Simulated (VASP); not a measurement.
Set up this calculation in VASP 6.6.1, as the native input.

```yaml
Task: single point
Functional: LDA
Potentials_or_basis: VASP PAW LDA potentials, release 64 (Sr_sv)
Cutoff: 520 eV
k_mesh: 10 × 10 × 5
Occupations: fermi-dirac, width 0.08 eV
Spin: no spin polarisation
Dipole_correction: no
Further_INCAR_settings: ALGO = Normal; EDIFF = 1e-06; NBANDS = 17
```

The structure of Sr lies in POSCAR:

```
Sr
1.0
    4.3100002207      0.0215500011      0.0215500011
   -2.1363372620      3.7217946808      0.0078878479
    0.0352500000      0.0352500000      7.0500000000
Sr
2
Direct
    0.3333333333      0.6666666667      0.2500000000
    0.6666666667      0.3333333333      0.7500000000
```

This cell differs from its parent crystal: equal xy, yz and zx shear strains of +1 %.

The input as run:

INCAR

```
SYSTEM = Sr
PREC = Accurate
ENCUT = 520
EDIFF = 1E-6
ISMEAR = -1
SIGMA = 0.08
LREAL = .False.
LASPH = .True.
NELM = 60
ALGO = Normal
ISIF = 2
LWAVE = .False.
LCHARG = .False.
NBANDS = 17
```

KPOINTS

```
Automatic mesh
0
Gamma
  10 10 5
  0 0 0
```

Potentials or basis: VASP PAW LDA potentials, release 64 (Sr_sv).

Command:

```console
$ cat potpaw_LDA.64/Sr_sv/POTCAR > POTCAR
$ mpirun -np 1 vasp_std > vasp.out
```

Results of the run:

```
Pressure               : -1.6 GPa
Largest force          : 0.007 eV/Å
Band gap on the k mesh : zero (bands 10 and 11 overlap by 0.14 eV)
```

Caveat: the cell differs from its parent crystal (equal xy, yz and zx shear strains of +1 %).

Wall time 3.7 min on 1 thread of Intel(R) Xeon(R) 6975P-C (Granite Rapids), on a shared host, peak memory 0.49 GiB.
